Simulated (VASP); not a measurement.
# Ga3Se (Pm-3m) in VASP: a series of runs

Runs on Ga3Se. Level: LDA. Tasks: single point.

Program: VASP 6.6.1. These are calculated values, not measurements. Logs are shortened: lines on timing, memory, paths and dates and some standing lists are left out, and cuts for length are marked.

## Step 1: The cell of the first run

It takes space group Pm-3m (No. 221, cubic). The conventional cell has a = 4.432 Å, b = 4.432 Å, c = 4.432 Å, α = 90.00°, β = 90.00°, γ = 90.00°. Within 4.1 Å of Ga (site symmetry 4/mmm) lie 8 Ga at 3.13 Å and 4 Se at 3.13 Å. Se (site symmetry m-3m) has 12 Ga at 3.13 Å within 4.1 Å.

## Step 2: Single point, LDA

INCAR

```
SYSTEM = Ga3Se
PREC     = Accurate       ! precision mode
ENCUT    = 520            ! plane-wave cutoff, eV
EDIFF    = 1E-7           ! SCF threshold, eV
ISMEAR   = 0              ! smearing method
SIGMA    = 0.1            ! smearing width, eV
LREAL    = .False.        ! projectors in reciprocal space
LASPH    = .True.         ! aspherical terms in the spheres
NELM     = 80             ! most SCF steps
ALGO     = Normal         ! electronic algorithm
ISIF     = 2              ! what is computed and relaxed
LWAVE    = .False.        ! write WAVECAR
LCHARG   = .False.        ! write CHGCAR
NBANDS   = 30             ! bands
```

KPOINTS

```
regular mesh
0
Gamma
  5 5 5
  0 0 0
```

POSCAR

```
Ga3Se
1.0
    4.4324650000      0.0000000000      0.0000000000
    0.0000000000      4.4324650000      0.0000000000
    0.0000000000      0.0000000000      4.4324650000
Ga Se
3 1
Direct
    0.0000000000      0.5000000000      0.5000000000
    0.5000000000      0.0000000000      0.5000000000
    0.5000000000      0.5000000000      0.0000000000
    0.0000000000      0.0000000000      0.0000000000
```

Potentials or basis: VASP PAW LDA potentials, release 64 (Ga_d, Se).

Run with:

```bash
cat potpaw_LDA.64/Ga_d/POTCAR potpaw_LDA.64/Se/POTCAR > POTCAR
mpirun -np 1 vasp_std > vasp.out
```

OUTCAR:

```text
SYSTEM = Ga3Se
   PREC = Accurate
   ENCUT = 520
   EDIFF = 1E-7
   ISMEAR = 0
   LREAL = .False.
   LASPH = .True.
   NELM = 80
   ISIF = 2

 ion  position               nearest neighbor table
   1  0.000  0.500  0.500-
   2  0.500  0.000  0.500-
   3  0.500  0.500  0.000-
   4  0.000  0.000  0.000-

  LATTYP: Found a simple cubic cell.
 ALAT       =     4.4324650000

  Lattice vectors:

 A1 = (   4.4324650000,   0.0000000000,   0.0000000000)
 A2 = (   0.0000000000,   4.4324650000,   0.0000000000)
 A3 = (   0.0000000000,   0.0000000000,   4.4324650000)

Analysis of symmetry for initial positions (statically):
=====================================================================
 Subroutine PRICEL returns:
 Original cell was already a primitive cell.

 Routine SETGRP: Setting up the symmetry group for a
 simple cubic supercell.

 Subroutine GETGRP returns: Found 48 space group operations
 (whereof 48 operations were pure point group operations)
 out of a pool of 48 trial point group operations.

The static configuration has the point symmetry O_h .

Analysis of symmetry for dynamics (positions and initial velocities):
=====================================================================
 Subroutine PRICEL returns:
 Original cell was already a primitive cell.

 Routine SETGRP: Setting up the symmetry group for a
 simple cubic supercell.

 Subroutine GETGRP returns: Found 48 space group operations
 (whereof 48 operations were pure point group operations)
 out of a pool of 48 trial point group operations.

The dynamic configuration has the point symmetry O_h .

 Subroutine INISYM returns: Found 48 space group operations
 (whereof 48 operations are pure point group operations),
 and found     1 'primitive' translations

----------------------------------------------------------------------------------------

                                     Primitive cell

  volume of cell :      87.0835

  direct lattice vectors                    reciprocal lattice vectors
     4.432465000  0.000000000  0.000000000     0.225608098  0.000000000  0.000000000
     0.000000000  4.432465000  0.000000000     0.000000000  0.225608098  0.000000000
     0.000000000  0.000000000  4.432465000     0.000000000  0.000000000  0.225608098

  length of vectors
     4.432465000  4.432465000  4.432465000     0.225608098  0.225608098  0.225608098

  position of ions in fractional coordinates (direct lattice)
     0.000000000  0.500000000  0.500000000
     0.500000000  0.000000000  0.500000000
     0.500000000  0.500000000  0.000000000
     0.000000000  0.000000000  0.000000000

  ion indices of the primitive-cell ions
   primitive index   ion index
                 1           1
                 2           2
                 3           3
                 4           4

----------------------------------------------------------------------------------------

 KPOINTS: regular mesh

Automatic generation of k-mesh.
 Grid dimensions read from file:
 generate k-points for:    5    5    5

 Generating k-lattice:

  Cartesian coordinates                     Fractional coordinates (reciprocal lattice)
     0.045121620  0.000000000  0.000000000     0.200000000  0.000000000  0.000000000
     0.000000000  0.045121620  0.000000000     0.000000000  0.200000000  0.000000000
     0.000000000  0.000000000  0.045121620     0.000000000  0.000000000  0.200000000

  Length of vectors
     0.045121620  0.045121620  0.045121620

  Shift w.r.t. Gamma in fractional coordinates (k-lattice)
     0.000000000  0.000000000  0.000000000

 Subroutine IBZKPT returns following result:
 ===========================================

 Found     10 irreducible k-points:

 Following reciprocal coordinates:
            Coordinates               Weight
  0.000000  0.000000  0.000000      1.000000
  0.200000  0.000000  0.000000      6.000000
  0.400000  0.000000  0.000000      6.000000
  0.200000  0.200000  0.000000     12.000000
  0.400000  0.200000  0.000000     24.000000
  0.400000  0.400000  0.000000     12.000000
  0.200000  0.200000  0.200000      8.000000
  0.400000  0.200000  0.200000     24.000000
  0.400000  0.400000  0.200000     24.000000
  0.400000  0.400000  0.400000      8.000000
   k-points           NKPTS =     10   k-points in BZ     NKDIM =     10   number of bands    NBANDS=     30
   number of dos      NEDOS =    301   number of ions     NIONS =      4
   total plane-waves  NPLWV =  46656
   dimension x,y,z NGX =    36 NGY =   36 NGZ =   36
   dimension x,y,z NGXF=    72 NGYF=   72 NGZF=   72
   ions per type =               3   1
   NGX,Y,Z   is equivalent  to a cutoff of  13.50, 13.50, 13.50 a.u.
   NGXF,Y,Z  is equivalent  to a cutoff of  27.00, 27.00, 27.00 a.u.
 SYSTEM =  Ga3Se
   PREC   = accura    normal or accurate (medium, high low for compatibility)
   ISTART =      0    job   : 0-new  1-cont  2-samecut
   ICHARG =      2    charge: 1-file 2-atom 10-const
   ISPIN  =      1    spin polarized calculation?
   LNONCOLLINEAR =      F non collinear calculations
   LSORBIT =      F    spin-orbit coupling
   LASPH  =      T    aspherical Exc in radial PAW
   ENCUT  =  520.0 eV  38.22 Ry    6.18 a.u.   8.24  8.24  8.24*2*pi/ulx,y,z
   NELM   =     80;   NELMIN=  2; NELMDL= -5     # of ELM steps
   EDIFF  = 0.1E-06   stopping-criterion for ELM
   LREAL  =      F    real-space projection
   EDIFFG = 0.1E-05   stopping-criterion for IOM
   NSW    =      0    number of steps for IOM
   IBRION =     -1    ionic relax: 0-MD 1-quasi-New 2-CG
   NFREE  =      0    steps in history (QN), initial steepest desc. (CG)
   ISIF   =      2    stress and relaxation
   ISYM   =      2    0-nonsym 1-usesym 2-fastsym
   POTIM  = 0.5000    time-step for ionic-motion
   TEBEG  =    0.0;   TEEND  =   0.0 temperature during run
   PSTRESS=    0.0 pullay stress
   NELECT =      45.0000    total number of electrons
   NUPDOWN=      -1.0000    fix difference up-down
   EMIN   =  10.00;   EMAX   =-10.00  energy-range for DOS
   EFERMI =   0.00;   METHOD = LEGACY
   ISMEAR =     0;   SIGMA  =   0.10  broadening in eV -4-tet -1-fermi 0-gaus
   EFERMI_NEDOS =   21; number of points for ismear=-14 and -15
   IALGO  =     38    algorithm
   IMIX   =      4    mixing-type and parameters
     AMIX     =   0.40;   BMIX     =  1.00
     AMIX_MAG =   1.60;   BMIX_MAG =  1.00
  volume/ion in A,a.u.               =      21.77       146.92
  Fermi-wavevector in a.u.,A,eV,Ry     =   1.313713  2.482557 23.481488  1.725841
  Thomas-Fermi vector in A             =   2.444016
   LORBIT       =      0    0 simple, 1 ext, 2 COOP (PROOUT), +10 PAW based schemes
   GGA     = CA    functional components
   LHFCALC =     F    Hartree Fock is set to
   AEXX    =    0.0000 exact exchange contribution
   IVDW    =     0    specifies the selected vdW correction
   LEPSILON=     F    determine dielectric tensor
   LRPA    =     F    only Hartree local field effects (RPA)
 non-spin polarized calculation
 Gauss-broadening in eV      SIGMA  =   0.10
  energy-cutoff  :      520.00
  volume of cell :       87.08
 maximum number of plane-waves:      2356
 NGX is ok and might be reduce to    36
   NGX = 17   NGY = 17   NGZ = 17

 number of electron      44.9999942 magnetization

 Free energy of the ion-electron system (eV)
  ---------------------------------------------------
  ext. energy  EPLUGINS =         0.00000000
  ---------------------------------------------------
  free energy    TOTEN  =       -14.74719235 eV

  energy without entropy =      -14.72473884  energy(sigma->0) =      -14.73596560

 E-fermi :   4.4305     XC(G=0): -10.5514

 val. band max:        4.4123687067   @ k =   0.4000   0.0000   0.0000
 cond. band min:       4.4458715562   @ k =   0.2000   0.2000   0.0000
 fundamental gap:      0.0335028495
 Fermi energy:         4.4304905479

 k-point     1 :       0.0000    0.0000    0.0000
  band No.  band energies     occupation
      1     -10.6649      2.00000
      2     -10.6493      2.00000
      3     -10.6493      2.00000
      4     -10.6493      2.00000
      5     -10.6013      2.00000
      6     -10.6013      2.00000
[... 22 lines left out ...]
     29      10.5216      0.00000
     30      11.5269      0.00000

 k-point     2 :       0.2000    0.0000    0.0000
  band No.  band energies     occupation
      1     -10.6449      2.00000
      2     -10.6420      2.00000
      3     -10.6301      2.00000
      4     -10.6301      2.00000
      5     -10.5985      2.00000
      6     -10.5877      2.00000
[... 22 lines left out ...]
     29      11.4740      0.00000
     30      11.8841      0.00000

 k-point     3 :       0.4000    0.0000    0.0000
  band No.  band energies     occupation
      1     -10.6370      2.00000
      2     -10.6012      2.00000
      3     -10.5825      2.00000
      4     -10.5825      2.00000
      5     -10.5821      2.00000
      6     -10.5577      2.00000
[... 22 lines left out ...]
     29       9.9415      0.00000
     30      10.8745      0.00000

 k-point     4 :       0.2000    0.2000    0.0000
  band No.  band energies     occupation
      1     -10.6327      2.00000
      2     -10.6317      2.00000
      3     -10.6189      2.00000
      4     -10.6112      2.00000
      5     -10.5907      2.00000
      6     -10.5768      2.00000
[... 22 lines left out ...]
     29      10.2851      0.00000
     30      11.0219      0.00000

 k-point     5 :       0.4000    0.2000    0.0000
  band No.  band energies     occupation
      1     -10.6202      2.00000
      2     -10.6040      2.00000
      3     -10.5844      2.00000
      4     -10.5796      2.00000
      5     -10.5686      2.00000
      6     -10.5564      2.00000
[... 22 lines left out ...]
     29       9.4048      0.00000
     30       9.4997      0.00000

 k-point     6 :       0.4000    0.4000    0.0000
  band No.  band energies     occupation
      1     -10.6022      2.00000
      2     -10.5881      2.00000
      3     -10.5869      2.00000
      4     -10.5756      2.00000
      5     -10.5733      2.00000
      6     -10.5507      2.00000
[... 22 lines left out ...]
     29       9.3390      0.00000
     30      10.7189      0.00000

 k-point     7 :       0.2000    0.2000    0.2000
  band No.  band energies     occupation
      1     -10.6374      2.00000
      2     -10.6144      2.00000
      3     -10.6144      2.00000
      4     -10.5942      2.00000
      5     -10.5708      2.00000
      6     -10.5708      2.00000
[... 22 lines left out ...]
     29       9.7106      0.00000
     30      11.9772      0.00000

 k-point     8 :       0.4000    0.2000    0.2000
  band No.  band energies     occupation
      1     -10.6246      2.00000
      2     -10.6075      2.00000
      3     -10.5911      2.00000
      4     -10.5898      2.00000
      5     -10.5583      2.00000
      6     -10.5503      2.00000
[... 22 lines left out ...]
     29       9.5972      0.00000
     30      11.4084      0.00000

 k-point     9 :       0.4000    0.4000    0.2000
  band No.  band energies     occupation
      1     -10.6471      2.00000
      2     -10.5964      2.00000
      3     -10.5916      2.00000
      4     -10.5880      2.00000
      5     -10.5742      2.00000
      6     -10.5471      2.00000
[... 22 lines left out ...]
     29      10.4742      0.00000
     30      11.0222      0.00000

 k-point    10 :       0.4000    0.4000    0.4000
  band No.  band energies     occupation
      1     -10.6951      2.00000
      2     -10.5991      2.00000
      3     -10.5931      2.00000
      4     -10.5931      2.00000
      5     -10.5809      2.00000
      6     -10.5809      2.00000
[... 22 lines left out ...]
     29      12.1130      0.00000
     30      12.5663      0.00000

------------------------ aborting loop because EDIFF is reached ----------------------------------------

  FORCE on cell =-STRESS in cart. coord.  units (eV):
  Direction    XX          YY          ZZ          XY          YZ          ZX
  --------------------------------------------------------------------------------------
  -------------------------------------------------------------------------------------
  Total       -2.4437208     -2.4437208     -2.4437208     -0.0000000     -0.0000000      0.0000000
  in kB      -44.9599914    -44.9599914    -44.9599914     -0.0000000     -0.0000000      0.0000000
  external PRESSURE =     -44.9599914 kB  Pullay stress =       0.0000000 kB

 VOLUME and BASIS-vectors are now :
 -----------------------------------------------------------------------------
  energy-cutoff  :      520.00
  volume of cell :       87.08
      direct lattice vectors                 reciprocal lattice vectors
     4.432465000  0.000000000  0.000000000     0.225608098  0.000000000  0.000000000
     0.000000000  4.432465000  0.000000000     0.000000000  0.225608098  0.000000000
     0.000000000  0.000000000  4.432465000     0.000000000  0.000000000  0.225608098

 POSITION                                       TOTAL-FORCE (eV/Angst)
 -----------------------------------------------------------------------------------
      0.00000      2.21623      2.21623         0.000000      0.000000      0.000000
      2.21623      0.00000      2.21623         0.000000      0.000000      0.000000
      2.21623      2.21623      0.00000         0.000000      0.000000      0.000000
      0.00000      0.00000      0.00000         0.000000      0.000000      0.000000
 -----------------------------------------------------------------------------------
    total drift:                                0.000000      0.000000      0.000000

  FREE ENERGIE OF THE ION-ELECTRON SYSTEM (eV)
  ---------------------------------------------------
  free  energy   TOTEN  =       -14.7471923465 eV

  energy  without entropy=      -14.7247388447  energy(sigma->0) =      -14.73596560
```

It took 26 s on 1 thread of AMD EPYC 7R13 (Zen 3), shared host; peak memory 0.14 GiB.

Results:

```
Free energy : -14.7472 eV
Pressure    : -4.5 GPa
```

Levels at points of the mesh, in eV from the Fermi level:
| k point | band 20 | band 21 | band 22 | band 23 | band 24 | band 25 |
| --- | --- | --- | --- | --- | --- | --- |
| (0.00, 0.00, 0.00) | -3.69 | -2.92 | -2.92 | 1.61 | 1.61 | 1.61 |

## Step 3: Single point, LDA

INCAR

```
  ALGO = Normal
  EDIFF = 1E-6
  ENCUT = 520
  ISIF = 2
  ISMEAR = 0
  LASPH = T
  LCHARG = F
  LREAL = F
  LWAVE = F
  NBANDS = 30
  NELM = 80
  PREC = Accurate
  SIGMA = 0.1
```

KPOINTS

```
k-points
0
Gamma
  5 5 5
```

POSCAR is that of step 2.

Potentials or basis: VASP PAW LDA potentials, release 64 (Ga_d, Se).

Run with:

```bash
cat potpaw_LDA.64/Ga_d/POTCAR potpaw_LDA.64/Se/POTCAR > POTCAR
mpirun -np 1 vasp_std > vasp.out
```

OUTCAR:

```text
EDIFF = 1E-6
   ENCUT = 520
   ISIF = 2
   ISMEAR = 0
   LASPH = T
   LREAL = F
   NELM = 80
   PREC = Accurate

 ion  position               nearest neighbor table
   1  0.000  0.500  0.500-
   2  0.500  0.000  0.500-
   3  0.500  0.500  0.000-
   4  0.000  0.000  0.000-

  LATTYP: Found a simple cubic cell.
[... 510 lines left out ...]

  FORCE on cell =-STRESS in cart. coord.  units (eV):
  Direction    XX          YY          ZZ          XY          YZ          ZX
  --------------------------------------------------------------------------------------
  -------------------------------------------------------------------------------------
  Total       -2.4729563     -2.4729563     -2.4729563      0.0000000      0.0000000     -0.0000000
  in kB      -45.4978721    -45.4978721    -45.4978721      0.0000000      0.0000000     -0.0000000
  external PRESSURE =     -45.4978721 kB  Pullay stress =       0.0000000 kB

 VOLUME and BASIS-vectors are now :
 -----------------------------------------------------------------------------
  energy-cutoff  :      520.00
  volume of cell :       87.08
      direct lattice vectors                 reciprocal lattice vectors
     4.432465000  0.000000000  0.000000000     0.225608098  0.000000000  0.000000000
     0.000000000  4.432465000  0.000000000     0.000000000  0.225608098  0.000000000
     0.000000000  0.000000000  4.432465000     0.000000000  0.000000000  0.225608098

 POSITION                                       TOTAL-FORCE (eV/Angst)
 -----------------------------------------------------------------------------------
      0.00000      2.21623      2.21623         0.000000      0.000000      0.000000
      2.21623      0.00000      2.21623         0.000000      0.000000      0.000000
      2.21623      2.21623      0.00000         0.000000      0.000000      0.000000
      0.00000      0.00000      0.00000         0.000000      0.000000      0.000000
 -----------------------------------------------------------------------------------
    total drift:                                0.000000      0.000000      0.000000

  FREE ENERGIE OF THE ION-ELECTRON SYSTEM (eV)
  ---------------------------------------------------
  free  energy   TOTEN  =       -14.7471923490 eV

  energy  without entropy=      -14.7247382419  energy(sigma->0) =      -14.73596530
```

stdout:

```text
POSCAR found type information on POSCAR GaSe
 POSCAR found :  2 types and       4 ions
 scaLAPACK will be used
 LDA part: xc-table for (Slater(with rela. corr.)+CA(PZ))
 , standard interpolation
 POSCAR, INCAR and KPOINTS ok, starting setup
 FFT: planning ... GRIDC
 FFT: planning ... GRID_SOFT
 FFT: planning ... GRID
 WAVECAR not read
 entering main loop
```

Run time: 22 s. Hardware: 1 thread of AMD EPYC 7R13 (Zen 3), shared host; peak memory 0.14 GiB.

What came out:

* Free energy: -14.7472 eV
* Pressure: -4.5 GPa

Levels at points of the mesh, in eV from the Fermi level:
```csv
k point,band 18,band 19,band 20,band 21,band 22,band 23,band 24,band 25,band 26,band 27
"(0.00, 0.00, 0.00)",-3.69,-3.69,-3.69,-2.92,-2.92,1.61,1.61,1.61,4.34,4.34
```
